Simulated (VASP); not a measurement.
Write the native input for VASP 6.6.1 that does the following.

* Task: single point
* Functional: PBE
* Potentials or basis: VASP PAW PBE potentials, release 64 (Ho_3, O), 4f in core
* Cutoff: 600 eV
* k mesh: 6 × 6 × 2
* Occupations: gaussian, width 0.1 eV
* Spin: no spin polarisation
* Dipole correction: no
* Further INCAR settings: ALGO = Normal; EDIFF = 1e-06; NBANDS = 22

The structure of HoO3 lies in POSCAR:

```
HoO3
1.0
    2.9476618300      0.0000000000      0.0000000000
    0.0000000000      2.9476618300      0.0000000000
    0.0000000000      0.0000000000      7.6662390200
Ho O
1 3
Direct
    0.0000000000      0.0000000000      0.0000000000
    0.5000000000      0.5000000000      0.7648133600
    0.0000000000      0.0000000000      0.5000000000
    0.5000000000      0.5000000000      0.2351866400
```

The cell was generated, and may not be a known phase.

These files were run (other wordings do the same):

INCAR

```
PREC = Accurate
ENCUT = 600
EDIFF = 1E-6
ISMEAR = 0
SIGMA = 0.1
LREAL = F
LASPH = T
NELM = 200
ALGO = Normal
ISIF = 2
LWAVE = F
LCHARG = F
GGA = PE
NBANDS = 22
GGA_COMPAT = F
LMAXMIX = 6
```

KPOINTS

```
Automatic mesh
0
Gamma
  6 6 2
```

Potentials or basis: VASP PAW PBE potentials, release 64 (Ho_3, O), 4f in core.

Command:

```bash
$ cat potpaw_PBE.64/Ho_3/POTCAR potpaw_PBE.64/O/POTCAR > POTCAR
$ mpirun -np 1 vasp_std > vasp.out
```

It gave:

The pressure is -15.7 GPa and the largest force is 4.209 eV/Å. The band gap on the k mesh is zero (an odd number of electrons rules out a gap without spin polarisation).

Caveat: the k points lie up to 0.41 Å⁻¹ apart, too coarse for converged energies and pressures of a metal; spin-orbit coupling is left out, which moves the levels of the heavy elements; the 4f electrons are frozen in the core, so they carry no moment and show no levels; an odd number of electrons without spin polarisation forces a metal; a magnetic or distorted state may lie lower; the run has no spin polarisation, though such a crystal can be magnetic.

Run time: 50 s on 1 thread of Intel(R) Xeon(R) Platinum 8488C (Sapphire Rapids), on a shared host, peak memory 0.2 GiB.
